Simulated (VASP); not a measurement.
# BP2 (P-6m2) in VASP: single point with PBE

Aim: the single point of BP2 with PBE.

Everything below comes from runs of VASP 6.6.1. Logs are shortened: lines on timing, memory, paths and dates and some standing lists are left out, and cuts for length are marked.

### 1 The cell of the first run

It takes space group P-6m2 (No. 187, hexagonal). The conventional cell has a = 3.039 Å, b = 3.039 Å, c = 9.787 Å, α = 90.00°, β = 90.00°, γ = 120.00°. B (site symmetry -6m2) has 6 P at 2.10 Å within 2.8 Å. P (site symmetry 3m) has 3 B at 2.10 Å and 1 P at 2.30 Å within 2.8 Å.

The cell was built from a structure type or drawn by symmetry, and may not be a known phase.

### 2 Single point, PBE

File INCAR:

```
SYSTEM = BP2
PREC     = Accurate       ! precision mode
ENCUT    = 500            ! plane-wave cutoff, eV
EDIFF    = 1E-6           ! SCF threshold, eV
ISMEAR   = 0              ! smearing method
SIGMA    = 0.2            ! smearing width, eV
LREAL    = .False.        ! projectors in reciprocal space
LASPH    = .True.         ! aspherical terms in the spheres
NELM     = 120            ! most SCF steps
ALGO     = Normal         ! electronic algorithm
ISIF     = 2              ! what is computed and relaxed
LWAVE    = .False.        ! write WAVECAR
LCHARG   = .True.         ! write CHGCAR
GGA      = PE             ! functional
LELF     = .True.         ! ELF
LVHAR    = .True.       
NBANDS   = 14             ! bands
GGA_COMPAT= .False.
```

File KPOINTS:

```
regular mesh
0
Gamma
  9 9 2
  0 0 0
```

File POSCAR:

```
BP2
1.0
    3.0389495697      0.0000000000      0.0000000000
   -1.5194747849      2.6318075282      0.0000000000
    0.0000000000      0.0000000000      9.7868076393
B P
1 2
Direct
    0.0000000000      0.0000000000      0.0000000000
    0.3333333333      0.6666666667      0.8823490431
    0.3333333333      0.6666666667      0.1176509569
```

Potentials or basis: VASP PAW PBE potentials, release 64 (B, P).

Run with:

```console
$ cat potpaw_PBE.64/B/POTCAR potpaw_PBE.64/P/POTCAR > POTCAR
$ mpirun -np 1 vasp_std > vasp.out
```

OUTCAR:

```text
SYSTEM = BP2
   PREC = Accurate
   ENCUT = 500
   EDIFF = 1E-6
   ISMEAR = 0
   LREAL = .False.
   LASPH = .True.
   NELM = 120
   ISIF = 2
   GGA = PE

 ion  position               nearest neighbor table
   1  0.000  0.000  0.000-   2 2.10   3 2.10   2 2.10   3 2.10   2 2.10   3 2.10
   2  0.333  0.667  0.882-   1 2.10   1 2.10   1 2.10   3 2.30
   3  0.333  0.667  0.118-   1 2.10   1 2.10   1 2.10   2 2.30

  LATTYP: Found a hexagonal cell.
 ALAT       =     3.0389495697
 C/A-ratio  =     3.2204574031

  Lattice vectors:

 A1 = (   3.0389495697,   0.0000000000,   0.0000000000)
 A2 = (  -1.5194747849,   2.6318075282,   0.0000000000)
 A3 = (   0.0000000000,   0.0000000000,   9.7868076393)

Analysis of symmetry for initial positions (statically):
=====================================================================
 Subroutine PRICEL returns:
 Original cell was already a primitive cell.

 Routine SETGRP: Setting up the symmetry group for a
 hexagonal supercell.

 Subroutine GETGRP returns: Found 12 space group operations
 (whereof 12 operations were pure point group operations)
 out of a pool of 24 trial point group operations.

The static configuration has the point symmetry D_3h.

Analysis of symmetry for dynamics (positions and initial velocities):
=====================================================================
 Subroutine PRICEL returns:
 Original cell was already a primitive cell.

 Routine SETGRP: Setting up the symmetry group for a
 hexagonal supercell.

 Subroutine GETGRP returns: Found 12 space group operations
 (whereof 12 operations were pure point group operations)
 out of a pool of 24 trial point group operations.

The dynamic configuration has the point symmetry D_3h.

 Subroutine INISYM returns: Found 12 space group operations
 (whereof 12 operations are pure point group operations),
 and found     1 'primitive' translations

----------------------------------------------------------------------------------------

                                     Primitive cell

  volume of cell :      78.2742

  direct lattice vectors                    reciprocal lattice vectors
     3.038949570  0.000000000  0.000000000     0.329061071  0.189983498  0.000000000
    -1.519474785  2.631807528  0.000000000     0.000000000  0.379966996  0.000000000
     0.000000000  0.000000000  9.786807639     0.000000000  0.000000000  0.102178365

  length of vectors
     3.038949570  3.038949570  9.786807639     0.379966996  0.379966996  0.102178365

  position of ions in fractional coordinates (direct lattice)
     0.000000000  0.000000000  0.000000000
     0.333333333  0.666666667  0.882349043
     0.333333333  0.666666667  0.117650957

  ion indices of the primitive-cell ions
   primitive index   ion index
                 1           1
                 2           2
                 3           3

----------------------------------------------------------------------------------------

 KPOINTS: regular mesh

Automatic generation of k-mesh.
 Grid dimensions read from file:
 generate k-points for:    9    9    2

 Generating k-lattice:

  Cartesian coordinates                     Fractional coordinates (reciprocal lattice)
     0.036562341  0.021109278  0.000000000     0.111111111 -0.000000000  0.000000000
     0.000000000  0.042218555  0.000000000     0.000000000  0.111111111  0.000000000
     0.000000000  0.000000000  0.051089182     0.000000000  0.000000000  0.500000000

  Length of vectors
     0.042218555  0.042218555  0.051089182

  Shift w.r.t. Gamma in fractional coordinates (k-lattice)
     0.000000000  0.000000000  0.000000000

 Subroutine IBZKPT returns following result:
 ===========================================

 Found     24 irreducible k-points:

 Following reciprocal coordinates:
            Coordinates               Weight
  0.000000  0.000000  0.000000      1.000000
  0.111111 -0.000000  0.000000      6.000000
  0.222222  0.000000  0.000000      6.000000
  0.333333  0.000000  0.000000      6.000000
  0.444444  0.000000  0.000000      6.000000
  0.111111  0.111111  0.000000      6.000000
[... 16 lines left out ...]
  0.333333  0.222222  0.500000     12.000000
  0.333333  0.333333  0.500000      2.000000
   k-points           NKPTS =     24   k-points in BZ     NKDIM =     24   number of bands    NBANDS=     14
   number of dos      NEDOS =    301   number of ions     NIONS =      3
   total plane-waves  NPLWV =  41472
   dimension x,y,z NGX =    24 NGY =   24 NGZ =   72
   dimension x,y,z NGXF=    48 NGYF=   48 NGZF=  144
   ions per type =               1   2
   NGX,Y,Z   is equivalent  to a cutoff of  13.13, 13.13, 12.23 a.u.
   NGXF,Y,Z  is equivalent  to a cutoff of  26.26, 26.26, 24.46 a.u.
 SYSTEM =  BP2
   PREC   = accura    normal or accurate (medium, high low for compatibility)
   ISTART =      0    job   : 0-new  1-cont  2-samecut
   ICHARG =      2    charge: 1-file 2-atom 10-const
   ISPIN  =      1    spin polarized calculation?
   LNONCOLLINEAR =      F non collinear calculations
   LSORBIT =      F    spin-orbit coupling
   LASPH  =      T    aspherical Exc in radial PAW
   ENCUT  =  500.0 eV  36.75 Ry    6.06 a.u.   5.54  5.54 17.84*2*pi/ulx,y,z
   NELM   =    120;   NELMIN=  2; NELMDL= -5     # of ELM steps
   EDIFF  = 0.1E-05   stopping-criterion for ELM
   LREAL  =      F    real-space projection
[... 7 lines left out ...]
   TEBEG  =    0.0;   TEEND  =   0.0 temperature during run
   PSTRESS=    0.0 pullay stress
   NELECT =      13.0000    total number of electrons
   NUPDOWN=      -1.0000    fix difference up-down
   EMIN   =  10.00;   EMAX   =-10.00  energy-range for DOS
   EFERMI =   0.00;   METHOD = LEGACY
   ISMEAR =     0;   SIGMA  =   0.20  broadening in eV -4-tet -1-fermi 0-gaus
   EFERMI_NEDOS =   21; number of points for ismear=-14 and -15
   IALGO  =     38    algorithm
   IMIX   =      4    mixing-type and parameters
     AMIX     =   0.40;   BMIX     =  1.00
     AMIX_MAG =   1.60;   BMIX_MAG =  1.00
  volume/ion in A,a.u.               =      26.09       176.07
  Fermi-wavevector in a.u.,A,eV,Ry     =   0.899877  1.700521 11.017702  0.809778
  Thomas-Fermi vector in A             =   2.022765
   LORBIT       =      0    0 simple, 1 ext, 2 COOP (PROOUT), +10 PAW based schemes
   GGA     = PE    functional components
   LHFCALC =     F    Hartree Fock is set to
   AEXX    =    0.0000 exact exchange contribution
   IVDW    =     0    specifies the selected vdW correction
   LEPSILON=     F    determine dielectric tensor
   LRPA    =     F    only Hartree local field effects (RPA)
 non-spin polarized calculation
 Gauss-broadening in eV      SIGMA  =   0.20
  energy-cutoff  :      500.00
  volume of cell :       78.27
 maximum number of plane-waves:      2019
 NGX is ok and might be reduce to    24
   NGX = 11   NGY = 11   NGZ = 35

 number of electron      12.9999999 magnetization

 Free energy of the ion-electron system (eV)
  ---------------------------------------------------
  ext. energy  EPLUGINS =         0.00000000
  ---------------------------------------------------
  free energy    TOTEN  =       -16.10067988 eV

  energy without entropy =      -16.08681979  energy(sigma->0) =      -16.09374983

 E-fermi :   2.5454     XC(G=0):  -6.6816

 val. band max:        2.1752603185   @ k =   0.3333   0.1111   0.0000
 cond. band min:       2.6587620006   @ k =   0.2222   0.1111   0.5000
 fundamental gap:      0.4835016821
 Fermi energy:         2.5453629646

 k-point     1 :       0.0000    0.0000    0.0000
  band No.  band energies     occupation
      1     -14.5780      2.00000
      2     -10.0314      2.00000
      3      -3.9185      2.00000
      4       0.7730      2.00000
      5       0.7730      2.00000
      6       0.9323      2.00000
      7       5.1725      0.00000
      8       5.7512      0.00000
      9       5.7512      0.00000
     10       5.8649      0.00000
     11       5.8649      0.00000
     12       6.0100      0.00000
     13       8.4135      0.00000
     14      10.8279      0.00000

 k-point     2 :       0.1111   -0.0000    0.0000
  band No.  band energies     occupation
      1     -14.3616      2.00000
      2      -9.7969      2.00000
      3      -3.7234      2.00000
      4      -0.6977      2.00000
      5       0.2593      2.00000
      6       1.0457      2.00000
      7       4.4654      0.00000
      8       5.1839      0.00000
      9       5.3651      0.00000
     10       5.5927      0.00000
     11       6.6661      0.00000
     12       7.4245      0.00000
     13       8.7083      0.00000
     14      10.6970      0.00000

 k-point     3 :       0.2222    0.0000    0.0000
  band No.  band energies     occupation
      1     -13.7251      2.00000
      2      -9.1032      2.00000
      3      -3.3915      2.00000
      4      -3.0457      2.00000
      5      -0.6663      2.00000
      6       0.7283      2.00000
      7       2.8171      0.05463
      8       4.3929      0.00000
      9       4.6043      0.00000
     10       6.2885      0.00000
     11       8.1011      0.00000
     12       8.1689      0.00000
     13       8.5149      0.00000
     14      10.2036      0.00000

 k-point     4 :       0.3333    0.0000    0.0000
  band No.  band energies     occupation
      1     -12.7296      2.00000
      2      -7.9963      2.00000
      3      -5.7944      2.00000
      4      -2.2893      2.00000
      5      -1.4226      2.00000
      6      -1.3341      2.00000
      7       3.2124      0.00000
      8       3.6258      0.00000
      9       3.9452      0.00000
     10       5.9362      0.00000
     11       7.5971      0.00000
     12       7.7615      0.00000
     13       8.9775      0.00000
     14      10.5916      0.00000

 k-point     5 :       0.4444    0.0000    0.0000
  band No.  band energies     occupation
      1     -11.6594      2.00000
      2      -7.6481      2.00000
      3      -6.7125      2.00000
      4      -3.3330      2.00000
      5      -1.8264      2.00000
      6      -1.4976      2.00000
      7       3.0556      0.00031
      8       3.5848      0.00000
      9       4.0920      0.00000
     10       4.6290      0.00000
     11       6.8162      0.00000
[... 276 lines left out ...]
 k-point    22 :       0.2222    0.2222    0.5000
  band No.  band energies     occupation
      1     -12.1682      2.00000
      2      -7.3577      2.00000
      3      -5.9642      2.00000
      4      -3.8074      2.00000
      5      -1.8320      2.00000
      6      -1.5593      2.00000
      7       1.0782      2.00000
      8       3.9948      0.00000
      9       5.2470      0.00000
     10       7.1168      0.00000
     11       8.2499      0.00000
     12       8.9809      0.00000
     13       9.3553      0.00000
     14       9.5247      0.00000

 k-point    23 :       0.3333    0.2222    0.5000
  band No.  band energies     occupation
      1     -11.1932      2.00000
      2      -7.2461      2.00000
      3      -6.1424      2.00000
      4      -4.6782      2.00000
      5      -3.0207      2.00000
      6      -1.1602      2.00000
      7       0.1515      2.00000
      8       4.4961      0.00000
      9       4.9475      0.00000
     10       6.5488      0.00000
     11       8.1584      0.00000
     12       8.4601      0.00000
     13      10.6979      0.00000
     14      11.5128      0.00000

 k-point    24 :       0.3333    0.3333    0.5000
  band No.  band energies     occupation
      1     -10.7657      2.00000
      2      -7.2678      2.00000
      3      -5.6580      2.00000
      4      -5.5253      2.00000
      5      -3.2772      2.00000
      6      -0.9032      2.00000
      7      -0.8098      2.00000
      8       5.0975      0.00000
      9       5.2490      0.00000
     10       5.3891      0.00000
     11       8.5241      0.00000
     12      10.3948      0.00000
     13      10.8450      0.00000
     14      12.0305      0.00000

------------------------ aborting loop because EDIFF is reached ----------------------------------------

  FORCE on cell =-STRESS in cart. coord.  units (eV):
  Direction    XX          YY          ZZ          XY          YZ          ZX
  --------------------------------------------------------------------------------------
  -------------------------------------------------------------------------------------
  Total       -0.0492371     -0.0492371     -0.2233541      0.0000000      0.0000000      0.0000000
  in kB       -1.0078238     -1.0078238     -4.5717859      0.0000000      0.0000000      0.0000000
  external PRESSURE =      -2.1958112 kB  Pullay stress =       0.0000000 kB

 VOLUME and BASIS-vectors are now :
 -----------------------------------------------------------------------------
  energy-cutoff  :      500.00
  volume of cell :       78.27
      direct lattice vectors                 reciprocal lattice vectors
     3.038949570  0.000000000  0.000000000     0.329061071  0.189983498  0.000000000
    -1.519474785  2.631807528  0.000000000     0.000000000  0.379966996  0.000000000
     0.000000000  0.000000000  9.786807639     0.000000000  0.000000000  0.102178365

 POSITION                                       TOTAL-FORCE (eV/Angst)
 -----------------------------------------------------------------------------------
      0.00000      0.00000      0.00000         0.000000     -0.000000      0.000000
     -0.00000      1.75454      8.63538        -0.000000      0.000000      0.089390
     -0.00000      1.75454      1.15143        -0.000000      0.000000     -0.089390
 -----------------------------------------------------------------------------------
    total drift:                                0.000000     -0.000000     -0.000000

  FREE ENERGIE OF THE ION-ELECTRON SYSTEM (eV)
  ---------------------------------------------------
  free  energy   TOTEN  =       -16.1006798836 eV

  energy  without entropy=      -16.0868197859  energy(sigma->0) =      -16.09374983
```

Run time: 43 s. Hardware: 1 thread of Intel Xeon 8259CL, shared host; peak memory 0.19 GiB.

What came out:

```yaml
Free_energy: -16.1007 eV
Pressure: -0.2 GPa
Largest_force: 0.089 eV/Å
Band_gap_on_the_k_mesh: zero (an odd number of electrons rules out a gap without spin polarisation)
```

Forces on the atoms (eV/Å):
```
B    0.000  0.000  0.000
P    0.000  0.000  0.089
P    0.000  0.000 -0.089
```
